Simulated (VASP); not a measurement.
# Nb4Al2F (P-3m1) in VASP: notebook

The runs below take Nb4Al2F through relaxation of cell and atoms, with PBE.

All numbers are computed with VASP 6.6.1; they aren't measurements. Logs are shortened: lines on timing, memory, paths and dates and some standing lists are left out, and cuts for length are marked.

## 1. The cell of the first run

It takes space group P-3m1 (No. 164, trigonal). The conventional cell has a = 2.887 Å, b = 2.887 Å, c = 15.722 Å, α = 90.00°, β = 90.00°, γ = 120.00°. Within 3.8 Å of Al (site symmetry 3m) lie 6 Nb at 2.85 to 2.87 Å and 6 Al at 2.89 Å. Within 3.4 Å of Nb (site symmetry 3m) lie 3 F at 2.55 Å and 3 Al at 2.85 Å and 6 Nb at 2.89 Å. Within 3.8 Å of Nb (site symmetry 3m) lie 3 Al at 2.87 Å and 9 Nb at 2.89 to 3.07 Å. Within 3.4 Å of F (site symmetry -3m) lie 6 Nb at 2.55 Å and 6 F at 2.89 Å.

## 2. Relaxation of cell and atoms, PBE (atoms taken out)

INCAR

```
SYSTEM = Nb4Al2F
  ALGO = Normal
  EDIFF = 1E-7
  EDIFFG = -0.01
  ENCUT = 600
  GGA = PE
  GGA_COMPAT = .False.
  IBRION = 2
  ISIF = 3
  ISMEAR = 0
  LASPH = .True.
  LCHARG = .False.
  LREAL = .False.
  LWAVE = .False.
  NELM = 120
  NELMIN = 4
  NSW = 100
  PREC = Accurate
  SIGMA = 0.1
```

KPOINTS

```
k-points
0
Gamma
  12 12 2
  0 0 0
```

POSCAR

```
Nb4Al2F
1.0
    2.8872275278      0.0000000000      0.0000000000
   -1.4436137639      2.5004123856      0.0000000000
    0.0000000000      0.0000000000     15.7220021919
Al Nb F
2 4 1
Direct
    0.3333333333      0.6666666667      0.7303386385
    0.6666666667      0.3333333333      0.2696613615
    0.6666666667      0.3333333333      0.8772238060
    0.3333333333      0.6666666667      0.1227761940
    0.6666666667      0.3333333333      0.5818984240
    0.3333333333      0.6666666667      0.4181015760
    0.0000000000      0.0000000000      0.0000000000
```

Potentials or basis: VASP PAW PBE potentials, release 64 (Al, Nb_sv, F).

Run with:

```
$ cat potpaw_PBE.64/Al/POTCAR potpaw_PBE.64/Nb_sv/POTCAR potpaw_PBE.64/F/POTCAR > POTCAR
$ mpirun -np 1 vasp_std > vasp.out
```

OUTCAR:

```text
SYSTEM = Nb4Al2F
   EDIFF = 1E-7
   EDIFFG = -0.01
   ENCUT = 600
   GGA = PE
   IBRION = 2
   ISIF = 3
   ISMEAR = 0
   LASPH = .True.
   LREAL = .False.
   NELM = 120
   NELMIN = 4
   NSW = 100
   PREC = Accurate

 ion  position               nearest neighbor table
   1  0.333  0.667  0.730-   3 2.85   3 2.85   3 2.85   5 2.87   5 2.87   5 2.87
   2  0.667  0.333  0.270-   4 2.85   4 2.85   4 2.85   6 2.87   6 2.87   6 2.87
   3  0.667  0.333  0.877-   1 2.85   1 2.85   1 2.85
   4  0.333  0.667  0.123-   2 2.85   2 2.85   2 2.85
   5  0.667  0.333  0.582-   1 2.87   1 2.87   1 2.87
   6  0.333  0.667  0.418-   2 2.87   2 2.87   2 2.87
   7  0.000  0.000  0.000-

  LATTYP: Found a hexagonal cell.
 ALAT       =     2.8872275278
 C/A-ratio  =     5.4453630829

  Lattice vectors:

 A1 = (   2.8872275278,   0.0000000000,   0.0000000000)
 A2 = (  -1.4436137639,   2.5004123856,   0.0000000000)
 A3 = (   0.0000000000,   0.0000000000,  15.7220021919)

Analysis of symmetry for initial positions (statically):
=====================================================================
 Subroutine PRICEL returns:
 Original cell was already a primitive cell.

 Routine SETGRP: Setting up the symmetry group for a
 hexagonal supercell.

 Subroutine GETGRP returns: Found 12 space group operations
 (whereof 12 operations were pure point group operations)
 out of a pool of 24 trial point group operations.

The static configuration has the point symmetry D_3d.

Analysis of symmetry for dynamics (positions and initial velocities):
=====================================================================
 Subroutine PRICEL returns:
 Original cell was already a primitive cell.

 Routine SETGRP: Setting up the symmetry group for a
 hexagonal supercell.

 Subroutine GETGRP returns: Found 12 space group operations
 (whereof 12 operations were pure point group operations)
 out of a pool of 24 trial point group operations.

The dynamic configuration has the point symmetry D_3d.

 Subroutine INISYM returns: Found 12 space group operations
 (whereof 12 operations are pure point group operations),
 and found     1 'primitive' translations

----------------------------------------------------------------------------------------

                                     Primitive cell

  volume of cell :     113.5012

  direct lattice vectors                    reciprocal lattice vectors
     2.887227528  0.000000000  0.000000000     0.346353029  0.199967015  0.000000000
    -1.443613764  2.500412386  0.000000000     0.000000000  0.399934029  0.000000000
     0.000000000  0.000000000 15.722002192     0.000000000  0.000000000  0.063605130

  length of vectors
     2.887227528  2.887227528 15.722002192     0.399934029  0.399934029  0.063605130

  position of ions in fractional coordinates (direct lattice)
     0.333333333  0.666666667  0.730338639
     0.666666667  0.333333333  0.269661361
     0.666666667  0.333333333  0.877223806
     0.333333333  0.666666667  0.122776194
     0.666666667  0.333333333  0.581898424
     0.333333333  0.666666667  0.418101576
     0.000000000  0.000000000  0.000000000

  ion indices of the primitive-cell ions
   primitive index   ion index
                 1           1
                 2           2
                 3           3
                 4           4
                 5           5
                 6           6
                 7           7

----------------------------------------------------------------------------------------

 KPOINTS: k-points

Automatic generation of k-mesh.
 Grid dimensions read from file:
 generate k-points for:   12   12    2

 Generating k-lattice:

  Cartesian coordinates                     Fractional coordinates (reciprocal lattice)
     0.028862752  0.016663918  0.000000000     0.083333333 -0.000000000  0.000000000
     0.000000000  0.033327836  0.000000000     0.000000000  0.083333333  0.000000000
     0.000000000  0.000000000  0.031802565     0.000000000  0.000000000  0.500000000

  Length of vectors
     0.033327836  0.033327836  0.031802565

  Shift w.r.t. Gamma in fractional coordinates (k-lattice)
     0.000000000  0.000000000  0.000000000

 Subroutine IBZKPT returns following result:
 ===========================================

 Found     38 irreducible k-points:

 Following reciprocal coordinates:
            Coordinates               Weight
  0.000000  0.000000  0.000000      1.000000
  0.083333  0.000000  0.000000      6.000000
  0.166667  0.000000  0.000000      6.000000
  0.250000  0.000000  0.000000      6.000000
  0.333333  0.000000  0.000000      6.000000
  0.416667  0.000000  0.000000      6.000000
[... 16 lines left out ...]
  0.250000  0.000000  0.500000      6.000000
  0.333333  0.000000  0.500000      6.000000
 [... further k-points ...]
   k-points           NKPTS =     38   k-points in BZ     NKDIM =     38   number of bands    NBANDS=     39
   number of dos      NEDOS =    301   number of ions     NIONS =      7
   total plane-waves  NPLWV =  72576
   dimension x,y,z NGX =    24 NGY =   24 NGZ =  126
   dimension x,y,z NGXF=    48 NGYF=   48 NGZF=  252
   ions per type =               2   4   1
   NGX,Y,Z   is equivalent  to a cutoff of  13.82, 13.82, 13.32 a.u.
   NGXF,Y,Z  is equivalent  to a cutoff of  27.64, 27.64, 26.65 a.u.
 SYSTEM =  Nb4Al2F
   PREC   = accura    normal or accurate (medium, high low for compatibility)
   ISTART =      0    job   : 0-new  1-cont  2-samecut
   ICHARG =      2    charge: 1-file 2-atom 10-const
   ISPIN  =      1    spin polarized calculation?
   LNONCOLLINEAR =      F non collinear calculations
   LSORBIT =      F    spin-orbit coupling
   LASPH  =      T    aspherical Exc in radial PAW
   ENCUT  =  600.0 eV  44.10 Ry    6.64 a.u.   5.77  5.77 31.40*2*pi/ulx,y,z
   NELM   =    120;   NELMIN=  4; NELMDL= -5     # of ELM steps
   EDIFF  = 0.1E-06   stopping-criterion for ELM
   LREAL  =      F    real-space projection
   EDIFFG = -.1E-01   stopping-criterion for IOM
   NSW    =    100    number of steps for IOM
   IBRION =      2    ionic relax: 0-MD 1-quasi-New 2-CG
   NFREE  =      1    steps in history (QN), initial steepest desc. (CG)
   ISIF   =      3    stress and relaxation
   ISYM   =      2    0-nonsym 1-usesym 2-fastsym
   POTIM  = 0.5000    time-step for ionic-motion
   TEBEG  =    0.0;   TEEND  =   0.0 temperature during run
   PSTRESS=    0.0 pullay stress
   NELECT =      65.0000    total number of electrons
   NUPDOWN=      -1.0000    fix difference up-down
   EMIN   =  10.00;   EMAX   =-10.00  energy-range for DOS
   EFERMI =   0.00;   METHOD = LEGACY
   ISMEAR =     0;   SIGMA  =   0.10  broadening in eV -4-tet -1-fermi 0-gaus
   EFERMI_NEDOS =   21; number of points for ismear=-14 and -15
   IALGO  =     38    algorithm
   IMIX   =      4    mixing-type and parameters
     AMIX     =   0.40;   BMIX     =  1.00
     AMIX_MAG =   1.60;   BMIX_MAG =  1.00
  volume/ion in A,a.u.               =      16.21       109.42
  Fermi-wavevector in a.u.,A,eV,Ry     =   1.359500  2.569082 25.146824  1.848239
  Thomas-Fermi vector in A             =   2.486242
   LORBIT       =      0    0 simple, 1 ext, 2 COOP (PROOUT), +10 PAW based schemes
   GGA     = PE    functional components
   LHFCALC =     F    Hartree Fock is set to
   AEXX    =    0.0000 exact exchange contribution
   IVDW    =     0    specifies the selected vdW correction
   LEPSILON=     F    determine dielectric tensor
   LRPA    =     F    only Hartree local field effects (RPA)
 conjugate gradient relaxation of ions
 non-spin polarized calculation
 Gauss-broadening in eV      SIGMA  =   0.10
  energy-cutoff  :      600.00
  volume of cell :      113.50
 maximum number of plane-waves:      3816
 NGX is ok and might be reduce to    24
   NGX = 11   NGY = 11   NGZ = 63

--------------------------------------- Ionic step        1  -------------------------------------------

 number of electron      64.9999991 magnetization

 Free energy of the ion-electron system (eV)
  ---------------------------------------------------
  ext. energy  EPLUGINS =         0.00000000
  ---------------------------------------------------
  free energy    TOTEN  =       -52.73510247 eV

  energy without entropy =      -52.71050590  energy(sigma->0) =      -52.72280419

------------------------ aborting loop because EDIFF is reached ----------------------------------------

  FORCE on cell =-STRESS in cart. coord.  units (eV):
  Direction    XX          YY          ZZ          XY          YZ          ZX
  --------------------------------------------------------------------------------------
  -------------------------------------------------------------------------------------
  Total        0.5848471      0.5848471     -0.4208591      0.0000000      0.0000000      0.0000000
  in kB        8.2556720      8.2556720     -5.9408261      0.0000000      0.0000000      0.0000000
  external PRESSURE =       3.5235060 kB  Pullay stress =       0.0000000 kB
[... 231 lines left out ...]
  energy  without entropy=      -52.7172497003  energy(sigma->0) =      -52.72931516

--------------------------------------- Ionic step        7  -------------------------------------------

 number of electron      64.9999992 magnetization

 E-fermi :   9.9978     XC(G=0): -11.6604

 val. band max:        9.9835682053   @ k =   0.3333   0.1667   0.0000
 cond. band min:      10.0231826516   @ k =   0.3333   0.2500   0.0000
 fundamental gap:      0.0396144463
 Fermi energy:         9.9977977761

 k-point     1 :       0.0000    0.0000    0.0000
  band No.  band energies     occupation
      1     -45.1807      2.00000
      2     -45.1794      2.00000
      3     -44.6851      2.00000
      4     -44.6188      2.00000
      5     -21.5443      2.00000
      6     -21.4571      2.00000
[... 1078 lines left out ...]
  energy  without entropy=      -52.7173298663  energy(sigma->0) =      -52.72952144

--------------------------------------- Ionic step        9  -------------------------------------------

 number of electron      64.9999992 magnetization

 Free energy of the ion-electron system (eV)
  ---------------------------------------------------
  ext. energy  EPLUGINS =         0.00000000
  ---------------------------------------------------
  free energy    TOTEN  =       -52.74178304 eV

  energy without entropy =      -52.71732866  energy(sigma->0) =      -52.72955585

 E-fermi :  10.0069     XC(G=0): -11.6627

 val. band max:        9.9929967876   @ k =   0.3333   0.1667   0.0000
 cond. band min:      10.0305116897   @ k =   0.5000   0.0000   0.5000
 fundamental gap:      0.0375149021
 Fermi energy:        10.0068947924

 k-point     1 :       0.0000    0.0000    0.0000
  band No.  band energies     occupation
      1     -45.1737      2.00000
      2     -45.1723      2.00000
      3     -44.6775      2.00000
      4     -44.6111      2.00000
      5     -21.5418      2.00000
      6     -21.4507      2.00000
[... 1033 lines left out ...]
  FREE ENERGIE OF THE ION-ELECTRON SYSTEM (eV)
  ---------------------------------------------------
  free  energy   TOTEN  =       -52.7417830403 eV

  energy  without entropy=      -52.7173286575  energy(sigma->0) =      -52.72955585

 reached required accuracy - stopping structural energy minimisation
```

Wall time 41 min (1 thread of Intel Xeon 8259CL, shared host); peak memory 0.38 GiB.

Results:

* Free energy: -52.7418 eV
* Relaxed volume: 16.25 Å³/atom
* Relaxed cell: a = 2.896 Å, b = 2.896 Å, c = 15.669 Å, α = 90.00°, β = 90.00°, γ = 120.00°
* Space group after relaxing (to 0.1 Å): P-3m1 (No. 164)
* Energy gained by relaxing: 1.0 meV/atom
* Ionic steps: 9
* Pressure after relaxing: 0.0 GPa
* Largest force after relaxing: 0.007 eV/Å
* Band gap on the k mesh: zero (an odd number of electrons rules out a gap without spin polarisation)

Forces on the atoms (eV/Å):
```
Al   0.000  0.000  0.003
Al   0.000  0.000 -0.003
Nb   0.000  0.000 -0.007
Nb   0.000  0.000  0.007
Nb   0.000  0.000  0.000
Nb   0.000  0.000  0.000
F    0.000  0.000  0.000
```

Step by step:
| step | energy change (eV) | largest force (eV/Å) | pressure (GPa) | volume (Å³) |
| --- | --- | --- | --- | --- |
| 1 | 0.0000 | 0.1848 | 0.35 | 113.50 |
| 2 | -0.0052 | 0.0632 | -0.35 | 114.09 |
| 3 | -0.0052 | 0.0687 | -0.32 | 114.06 |
| 4 | -0.0058 | 0.0454 | 0.24 | 113.62 |
| 5 | -0.0059 | 0.0340 | 0.11 | 113.72 |
| 6 | -0.0063 | 0.0353 | 0.04 | 113.76 |
| 7 | -0.0064 | 0.0387 | -0.02 | 113.80 |
| 8 | -0.0066 | 0.0198 | -0.02 | 113.79 |
| 9 | -0.0067 | 0.0075 | -0.02 | 113.78 |

Final structure:
```xyz
7
Lattice="2.8956 0.0000 0.0000 -1.4478 2.5077 0.0000 0.0000 0.0000 15.6688" Properties=species:S:1:pos:R:3 pbc="T T T"
Al    0.0000    1.6718   11.4655
Al    1.4478    0.8359    4.2032
Nb    1.4478    0.8359   13.7459
Nb    0.0000    1.6718    1.9229
Nb    1.4478    0.8359    9.1260
Nb    0.0000    1.6718    6.5428
F     0.0000    0.0000    0.0000
```

Levels at points of the mesh, in eV from the Fermi level:
| k point | band 31 | band 32 | band 33 | band 34 | band 35 | band 36 |
| --- | --- | --- | --- | --- | --- | --- |
| (0.00, 0.00, 0.00) | 0.08 | 0.22 | 0.22 | 0.44 | 0.44 | 0.66 |
| (0.50, 0.00, 0.00) | -0.30 | 0.18 | 0.98 | 1.16 | 1.48 | 1.65 |
| (0.00, 0.00, 0.50) | 0.08 | 0.22 | 0.22 | 0.44 | 0.44 | 0.66 |
| (0.50, 0.00, 0.50) | -0.04 | 0.02 | 1.15 | 1.22 | 1.26 | 1.52 |

Caveat: the cell differs from its parent crystal (atoms taken out); an odd number of electrons without spin polarisation forces a metal; a magnetic or distorted state may lie lower.

## 3. Relaxation of cell and atoms, PBE (with an interstitial atom)

INCAR

```
SYSTEM = Nb4Al2F
ALGO = Normal
EDIFF = 1E-7
EDIFFG = -0.01
ENCUT = 600
GGA = PE
GGA_COMPAT = .FALSE.
IBRION = 2
ISIF = 3
ISMEAR = 0
LASPH = .TRUE.
LCHARG = .FALSE.
LREAL = .FALSE.
LWAVE = .FALSE.
NELM = 120
NELMIN = 4
NSW = 100
PREC = Accurate
SIGMA = 0.1
```

KPOINTS

```
k-points
0
G
  12 12 2
  0 0 0
```

POSCAR

```
Nb4Al2F
1.0
    2.8621824347      0.0000000000      0.0000000000
   -1.4310912173      2.4787226987      0.0000000000
    0.0000000000      0.0000000000     16.0250699010
Al Nb F
2 4 1
Direct
    0.0000000000      0.0000000000      0.2668491852
    0.0000000000      0.0000000000      0.7331508148
    0.3333333333      0.6666666667      0.1212524771
    0.6666666667      0.3333333333      0.8787475229
    0.3333333333      0.6666666667      0.5823454293
    0.6666666667      0.3333333333      0.4176545707
    0.0000000000      0.0000000000      0.0000000000
```

Potentials or basis: VASP PAW PBE potentials, release 64 (Al, Nb_sv, F).

Run with:

```
$ cat potpaw_PBE.64/Al/POTCAR potpaw_PBE.64/Nb_sv/POTCAR potpaw_PBE.64/F/POTCAR > POTCAR
$ mpirun -np 1 vasp_std > vasp.out
```

Run time: 36 min. Hardware: 1 thread of Intel Xeon 8259CL, shared host; peak memory 0.39 GiB.

Results (log left out):

- Free energy: -52.1844 eV
- Relaxed volume: 16.32 Å³/atom
- Relaxed cell: a = 2.881 Å, b = 2.881 Å, c = 15.892 Å, α = 90.00°, β = 90.00°, γ = 120.00°
- Space group after relaxing (to 0.1 Å): P-3m1 (No. 164)
- Energy gained by relaxing: 2.3 meV/atom
- Ionic steps: 7
- Pressure after relaxing: 0.0 GPa
- Largest force after relaxing: 0.007 eV/Å
- Band gap on the k mesh: zero (an odd number of electrons rules out a gap without spin polarisation)

Forces on the atoms (eV/Å):
```
Al   0.000  0.000 -0.007
Al   0.000  0.000  0.007
Nb   0.000  0.000  0.002
Nb   0.000  0.000 -0.002
Nb   0.000  0.000 -0.003
Nb   0.000  0.000  0.003
F    0.000  0.000  0.000
```

The path:
```tsv
step	energy change (eV)	largest force (eV/Å)	pressure (GPa)	volume (Å³)
1	0.0000	0.1609	0.67	113.69
2	-0.0147	0.0233	-0.73	114.80
3	-0.0153	0.0477	-0.50	114.61
4	-0.0157	0.0157	0.41	113.89
5	-0.0163	0.0138	0.02	114.20
6	-0.0163	0.0144	0.01	114.21
7	-0.0163	0.0065	0.00	114.22
```

Final structure:
```yaml
crystal:
  lattice:
    - [2.88084, 0.00000, 0.00000]
    - [-1.44042, 2.49488, 0.00000]
    - [0.00000, 0.00000, 15.89156]
  atoms:
    - { symbol: Al, position: [0.00000, 0.00000, 0.26637] }
    - { symbol: Al, position: [0.00000, 0.00000, 0.73363] }
    - { symbol: Nb, position: [0.33333, 0.66667, 0.12164] }
    - { symbol: Nb, position: [0.66667, 0.33333, 0.87836] }
    - { symbol: Nb, position: [0.33333, 0.66667, 0.58181] }
    - { symbol: Nb, position: [0.66667, 0.33333, 0.41819] }
    - { symbol: F, position: [0.00000, 0.00000, 0.00000] }
```

Levels at points of the mesh, in eV from the Fermi level:
```csv
k point,band 29,band 30,band 31,band 32,band 33,band 34,band 35,band 36,band 37,band 38
"(0.00, 0.00, 0.00)",-0.88,0.08,0.08,0.21,0.21,0.36,0.36,0.54,0.54,1.19
"(0.50, 0.00, 0.00)",-2.10,-1.44,-1.17,0.24,0.81,1.02,1.15,1.52,1.85,2.03
"(0.00, 0.00, 0.50)",-0.87,0.08,0.08,0.21,0.21,0.36,0.36,0.54,0.54,1.11
"(0.50, 0.00, 0.50)",-1.97,-1.61,-0.83,-0.13,0.59,1.14,1.35,1.55,1.82,2.56
```

Caveat: the cell differs from its parent crystal (with an interstitial atom); an odd number of electrons without spin polarisation forces a metal; a magnetic or distorted state may lie lower.
